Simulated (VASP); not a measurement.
# As2H in VASP: single point with PBE+D3(BJ)

Aim: the single point of As2H with PBE+D3(BJ).

All numbers are computed with VASP 6.6.1; they aren't measurements. Logs are shortened: lines on timing, memory, paths and dates and some standing lists are left out, and cuts for length are marked.

### 1 The cell of the first run

The cell holds a slab with vacuum, 3 atoms: a = 3.571 Å, b = 3.571 Å, c = 18.398 Å, α = 90.00°, β = 90.00°, γ = 120.00°.

### 2 Single point, PBE+D3(BJ), collinear spin

File INCAR:

```
PREC = Accurate
ENCUT = 520
EDIFF = 1E-6
ISMEAR = 0
SIGMA = 0.05
LREAL = F
LASPH = T
NELM = 150
ALGO = Normal
ISIF = 2
LWAVE = F
LCHARG = F
ISPIN = 2
MAGMOM = 0 0 1
LORBIT = 11
LDIPOL = T
IDIPOL = 3
DIPOL = 0.5 0.5 0.327
GGA = PE
IVDW = 12
NBANDS = 16
```

File KPOINTS:

```
Automatic mesh
0
Gamma
  9 9 1
```

File POSCAR:

```
As2H
1.0
    3.5713387681      0.0000000000      0.0000000000
   -1.7856693841      3.0928700987      0.0000000000
    0.0000000000      0.0000000000     18.3976402524
As H
2 1
Direct
    0.3333333333      0.6666666667      0.2933876398
    0.6666666667      0.3333333333      0.2174191877
    0.8333333333      0.6666666667      0.4700407299
```

Potentials or basis: VASP PAW PBE potentials, release 64 (As, H).

Command:

```sh
$ cat potpaw_PBE.64/As/POTCAR potpaw_PBE.64/H/POTCAR > POTCAR
$ mpirun -np 1 vasp_std > vasp.out
```

OUTCAR:

```text
PREC = Accurate
   ENCUT = 520
   EDIFF = 1E-6
   ISMEAR = 0
   LREAL = F
   LASPH = T
   NELM = 150
   ISIF = 2
   ISPIN = 2
   LORBIT = 11
   GGA = PE
   IVDW = 12
 IVDW          = 12

 ion  position               nearest neighbor table
   1  0.333  0.667  0.293-   2 2.49   2 2.49   2 2.49
   2  0.667  0.333  0.217-   1 2.49   1 2.49   1 2.49
   3  0.833  0.667  0.470-

  LATTYP: Found a hexagonal cell.
 ALAT       =     3.5713387681
 C/A-ratio  =     5.1514688040

  Lattice vectors:

 A1 = (   3.5713387681,   0.0000000000,   0.0000000000)
 A2 = (  -1.7856693841,   3.0928700987,   0.0000000000)
 A3 = (   0.0000000000,   0.0000000000,  18.3976402524)

Analysis of symmetry for initial positions (statically):
=====================================================================
 Subroutine PRICEL returns:
 Original cell was already a primitive cell.

 Routine SETGRP: Setting up the symmetry group for a
 hexagonal supercell.

 Subroutine GETGRP returns: Found  2 space group operations
 (whereof  2 operations were pure point group operations)
 out of a pool of 24 trial point group operations.

The static configuration has the point symmetry C_1h.

Analysis of symmetry for dynamics (positions and initial velocities):
=====================================================================
 Subroutine PRICEL returns:
 Original cell was already a primitive cell.

 Routine SETGRP: Setting up the symmetry group for a
 hexagonal supercell.

 Subroutine GETGRP returns: Found  2 space group operations
 (whereof  2 operations were pure point group operations)
 out of a pool of 24 trial point group operations.

The dynamic configuration has the point symmetry C_1h.

Analysis of structural, dynamic, and magnetic symmetry:
=====================================================================
 Subroutine PRICEL returns:
 Original cell was already a primitive cell.

 Routine SETGRP: Setting up the symmetry group for a
 hexagonal supercell.

 Subroutine GETGRP returns: Found  2 space group operations
 (whereof  2 operations were pure point group operations)
 out of a pool of 24 trial point group operations.

The overall configuration has the point symmetry C_1h.

 Subroutine INISYM returns: Found  2 space group operations
 (whereof  2 operations are pure point group operations),
 and found     1 'primitive' translations

----------------------------------------------------------------------------------------

                                     Primitive cell

  volume of cell :     203.2146

  direct lattice vectors                    reciprocal lattice vectors
     3.571338768  0.000000000  0.000000000     0.280007041  0.161662140  0.000000000
    -1.785669384  3.092870099  0.000000000     0.000000000  0.323324281  0.000000000
     0.000000000  0.000000000 18.397640252     0.000000000  0.000000000  0.054354797

  length of vectors
     3.571338768  3.571338768 18.397640252     0.323324281  0.323324281  0.054354797

  position of ions in fractional coordinates (direct lattice)
     0.333333333  0.666666667  0.293387640
     0.666666667  0.333333333  0.217419188
     0.833333333  0.666666667  0.470040730

  ion indices of the primitive-cell ions
   primitive index   ion index
                 1           1
                 2           2
                 3           3

----------------------------------------------------------------------------------------

 KPOINTS: Automatic mesh

Automatic generation of k-mesh.
 Grid dimensions read from file:
 generate k-points for:    9    9    1

 Generating k-lattice:

  Cartesian coordinates                     Fractional coordinates (reciprocal lattice)
     0.031111893  0.017962460  0.000000000     0.111111111  0.000000000  0.000000000
     0.000000000  0.035924920  0.000000000     0.000000000  0.111111111  0.000000000
     0.000000000  0.000000000  0.054354797     0.000000000  0.000000000  1.000000000

  Length of vectors
     0.035924920  0.035924920  0.054354797

  Shift w.r.t. Gamma in fractional coordinates (k-lattice)
     0.000000000  0.000000000  0.000000000

 Subroutine IBZKPT returns following result:
 ===========================================

 Found     25 irreducible k-points:

 Following reciprocal coordinates:
            Coordinates               Weight
  0.000000  0.000000  0.000000      1.000000
  0.111111 -0.000000  0.000000      4.000000
  0.000000  0.111111  0.000000      2.000000
  0.222222 -0.000000  0.000000      4.000000
  0.000000  0.222222  0.000000      2.000000
  0.333333 -0.000000  0.000000      4.000000
[... 16 lines left out ...]
 -0.222222 -0.444444  0.000000      4.000000
  0.444444  0.333333  0.000000      4.000000
   k-points           NKPTS =     25   k-points in BZ     NKDIM =     25   number of bands    NBANDS=     16
   number of dos      NEDOS =    301   number of ions     NIONS =      3
   total plane-waves  NPLWV = 109760
   dimension x,y,z NGX =    28 NGY =   28 NGZ =  140
   dimension x,y,z NGXF=    56 NGYF=   56 NGZF=  280
   ions per type =               2   1
   NGX,Y,Z   is equivalent  to a cutoff of  13.03, 13.03, 12.65 a.u.
   NGXF,Y,Z  is equivalent  to a cutoff of  26.07, 26.07, 25.30 a.u.
 SYSTEM =  unknown system
   PREC   = accura    normal or accurate (medium, high low for compatibility)
   ISTART =      0    job   : 0-new  1-cont  2-samecut
   ICHARG =      2    charge: 1-file 2-atom 10-const
   ISPIN  =      2    spin polarized calculation?
   LNONCOLLINEAR =      F non collinear calculations
   LSORBIT =      F    spin-orbit coupling
   LASPH  =      T    aspherical Exc in radial PAW
   ENCUT  =  520.0 eV  38.22 Ry    6.18 a.u.   6.64  6.64 34.21*2*pi/ulx,y,z
   NELM   =    150;   NELMIN=  2; NELMDL= -5     # of ELM steps
   EDIFF  = 0.1E-05   stopping-criterion for ELM
   LREAL  =      F    real-space projection
   EDIFFG = 0.1E-04   stopping-criterion for IOM
   NSW    =      0    number of steps for IOM
   IBRION =     -1    ionic relax: 0-MD 1-quasi-New 2-CG
   NFREE  =      0    steps in history (QN), initial steepest desc. (CG)
   ISIF   =      2    stress and relaxation
   ISYM   =      2    0-nonsym 1-usesym 2-fastsym
   POTIM  = 0.5000    time-step for ionic-motion
   TEBEG  =    0.0;   TEEND  =   0.0 temperature during run
   PSTRESS=    0.0 pullay stress
   NELECT =      11.0000    total number of electrons
   NUPDOWN=      -1.0000    fix difference up-down
   EMIN   =  10.00;   EMAX   =-10.00  energy-range for DOS
   EFERMI =   0.00;   METHOD = LEGACY
   ISMEAR =     0;   SIGMA  =   0.05  broadening in eV -4-tet -1-fermi 0-gaus
   EFERMI_NEDOS =   21; number of points for ismear=-14 and -15
   IALGO  =     38    algorithm
   IMIX   =      4    mixing-type and parameters
     AMIX     =   0.40;   BMIX     =  1.00
     AMIX_MAG =   1.60;   BMIX_MAG =  1.00
  volume/ion in A,a.u.               =      67.74       457.12
  Fermi-wavevector in a.u.,A,eV,Ry     =   0.619281  1.170271  5.217949  0.383508
  Thomas-Fermi vector in A             =   1.678022
   LORBIT       =     11    0 simple, 1 ext, 2 COOP (PROOUT), +10 PAW based schemes
   GGA     = PE    functional components
   LHFCALC =     F    Hartree Fock is set to
   AEXX    =    0.0000 exact exchange contribution
   IVDW    =    12    specifies the selected vdW correction
   LEPSILON=     F    determine dielectric tensor
   LRPA    =     F    only Hartree local field effects (RPA)
 spin polarized calculation
 Gauss-broadening in eV      SIGMA  =   0.05
  energy-cutoff  :      520.00
  volume of cell :      203.21
 maximum number of plane-waves:      5529
   NGX = 13   NGY = 13   NGZ = 69

 dipolmoment           0.000000      0.000000     -0.000493 electrons x Angstroem

 number of electron      11.0000000 magnetization       1.0000000

 dipolmoment           0.000000      0.000000      0.004522 electrons x Angstroem

 Free energy of the ion-electron system (eV)
  ---------------------------------------------------
  ext. energy  EPLUGINS =         0.00000000
  ---------------------------------------------------
  free energy    TOTEN  =       -10.44802719 eV

  energy without entropy =      -10.44802719  energy(sigma->0) =      -10.44802719

 E-fermi :  -2.8829     XC(G=0):  -3.2547

 val. band max:       -3.1135250275   @ k =   0.0000   0.0000   0.0000
 cond. band min:      -1.6258923259   @ k =   0.3333  -0.0000   0.0000
 fundamental gap:      1.4876327016
 Fermi energy:        -2.8828667980

 spin component 1

 k-point     1 :       0.0000    0.0000    0.0000
  band No.  band energies     occupation
      1     -16.8018      1.00000
      2     -10.4076      1.00000
      3      -6.0768      1.00000
      4      -3.6669      1.00000
      5      -3.1215      1.00000
      6      -3.1215      1.00000
[... 8 lines left out ...]
     15       6.0176      0.00000
     16       6.5798      0.00000

 k-point     2 :       0.1111   -0.0000    0.0000
  band No.  band energies     occupation
      1     -16.6339      1.00000
      2     -10.3783      1.00000
      3      -5.9917      1.00000
      4      -4.4853      1.00000
      5      -3.5955      1.00000
      6      -3.4790      1.00000
[... 8 lines left out ...]
     15       5.7331      0.00000
     16       6.3324      0.00000

 k-point     3 :       0.0000    0.1111    0.0000
  band No.  band energies     occupation
      1     -16.6339      1.00000
      2     -10.3786      1.00000
      3      -5.9910      1.00000
      4      -4.4878      1.00000
      5      -3.5923      1.00000
      6      -3.4791      1.00000
[... 8 lines left out ...]
     15       5.7152      0.00000
     16       6.3740      0.00000
[... 362 lines left out ...]
 k-point    23 :      -0.2222   -0.4444    0.0000
  band No.  band energies     occupation
      1     -14.0118      1.00000
      2     -12.3579      1.00000
      3      -7.2298      1.00000
      4      -5.8728      1.00000
      5      -5.0553      1.00000
      6      -4.5938      1.00000
[... 8 lines left out ...]
     15       6.0991      0.00000
     16       6.4604      0.00000

 k-point    24 :       0.4444    0.3333    0.0000
  band No.  band energies     occupation
      1     -14.0116      1.00000
      2     -12.3578      1.00000
      3      -7.2319      1.00000
      4      -5.8451      1.00000
      5      -5.0656      1.00000
      6      -4.6216      1.00000
[... 8 lines left out ...]
     15       6.3227      0.00000
     16       6.4715      0.00000

 [... further k-points ...]

 spin component 2

 k-point     1 :       0.0000    0.0000    0.0000
  band No.  band energies     occupation
      1     -16.7949      1.00000
      2     -10.3956      1.00000
      3      -3.8812      1.00000
      4      -3.1137      1.00000
      5      -3.1135      1.00000
      6      -1.2591      0.00000
[... 8 lines left out ...]
     15       6.2090      0.00000
     16       6.9839      0.00000

 k-point     2 :       0.1111   -0.0000    0.0000
  band No.  band energies     occupation
      1     -16.6269      1.00000
      2     -10.3666      1.00000
      3      -4.5007      1.00000
      4      -3.7895      1.00000
      5      -3.4714      1.00000
      6      -0.7041      0.00000
[... 8 lines left out ...]
     15       5.8568      0.00000
     16       6.8692      0.00000

 k-point     3 :       0.0000    0.1111    0.0000
  band No.  band energies     occupation
      1     -16.6269      1.00000
      2     -10.3667      1.00000
      3      -4.4997      1.00000
      4      -3.7908      1.00000
      5      -3.4714      1.00000
      6      -0.7075      0.00000
[... 8 lines left out ...]
     15       5.8807      0.00000
     16       6.8767      0.00000
[... 362 lines left out ...]
 k-point    23 :      -0.2222   -0.4444    0.0000
  band No.  band energies     occupation
      1     -14.0042      1.00000
      2     -12.3498      1.00000
      3      -7.2234      1.00000
      4      -5.8305      1.00000
      5      -4.6296      1.00000
      6      -0.8114      0.00000
[... 8 lines left out ...]
     15       6.8517      0.00000
     16       6.9913      0.00000

 k-point    24 :       0.4444    0.3333    0.0000
  band No.  band energies     occupation
      1     -14.0041      1.00000
      2     -12.3497      1.00000
      3      -7.2239      1.00000
      4      -5.8281      1.00000
      5      -4.6295      1.00000
      6      -0.8250      0.00000
[... 8 lines left out ...]
     15       6.8263      0.00000
     16       6.9801      0.00000

 [... further k-points ...]

------------------------ aborting loop because EDIFF is reached ----------------------------------------

 vacuum level on the upper side and lower side of the slab       (xc-potential included)        -0.145        -0.212

 Edisp (eV)   -0.46595

 E8    (eV) :    -0.2024

  FORCE on cell =-STRESS in cart. coord.  units (eV):
  Direction    XX          YY          ZZ          XY          YZ          ZX
  --------------------------------------------------------------------------------------
  -------------------------------------------------------------------------------------
  Total       0.07462     0.06950    -0.03689    -0.00000    -0.00307     0.00000
  in kB       0.58830     0.54792    -0.29082    -0.00000    -0.02423     0.00000
  external pressure =        0.28 kB  Pullay stress =        0.00 kB

 VOLUME and BASIS-vectors are now :
 -----------------------------------------------------------------------------
  energy-cutoff  :      520.00
  volume of cell :      203.21
      direct lattice vectors                 reciprocal lattice vectors
     3.571338768  0.000000000  0.000000000     0.280007041  0.161662140  0.000000000
    -1.785669384  3.092870099  0.000000000     0.000000000  0.323324281  0.000000000
     0.000000000  0.000000000 18.397640252     0.000000000  0.000000000  0.054354797

 POSITION                                       TOTAL-FORCE (eV/Angst)
 -----------------------------------------------------------------------------------
     -0.00000      2.06191      5.39764        -0.000000      0.000998      0.124431
      1.78567      1.03096      4.00000         0.000000     -0.000018     -0.082162
      1.78567      2.06191      8.64764         0.000000     -0.000980     -0.042269
 -----------------------------------------------------------------------------------
    total drift:                               -0.000000      0.000044      0.000031

  FREE ENERGIE OF THE ION-ELECTRON SYSTEM (eV)
  ---------------------------------------------------
  free  energy   TOTEN  =       -10.9139786982 eV

  energy  without entropy=      -10.9139786982  energy(sigma->0) =      -10.91397870

 vacuum level on the upper side and lower side of the slab         2.103         2.015

 total charge

# of ion       s       p       d       tot
------------------------------------------
    1        1.295   1.379   0.044   2.717
    2        1.294   1.381   0.043   2.718
    3        0.380   0.000   0.000   0.380
--------------------------------------------------
tot          2.969   2.760   0.087   5.815

 magnetization (x)

# of ion       s       p       d       tot
------------------------------------------
    1        0.003   0.002   0.000   0.005
    2        0.000   0.008   0.000   0.008
    3        0.378   0.000   0.000   0.378
--------------------------------------------------
tot          0.382   0.010   0.000   0.392
```

Wall time 2.6 min (1 thread of Intel Xeon 6975P-C (Granite Rapids), shared host); peak memory 0.47 GiB.

Results:

| Item | Value |
| --- | --- |
| Free energy | -10.9140 eV |
| Largest force | 0.124 eV/Å |
| Band gap on the k mesh | 1.49 eV (least direct gap 1.85 eV) |
| Net moment | 1.00 μB per cell |
| Site moments | As +0.01; H +0.38 μB |
| Valence electrons inside the program's atomic spheres | As 2.72; H 0.38 |
| Dispersion energy per atom | -0.155 eV |

Forces in eV/Å, atoms in the order of the input:
```
As   0.000  0.001  0.124
As   0.000  0.000 -0.082
H    0.000 -0.001 -0.042
```
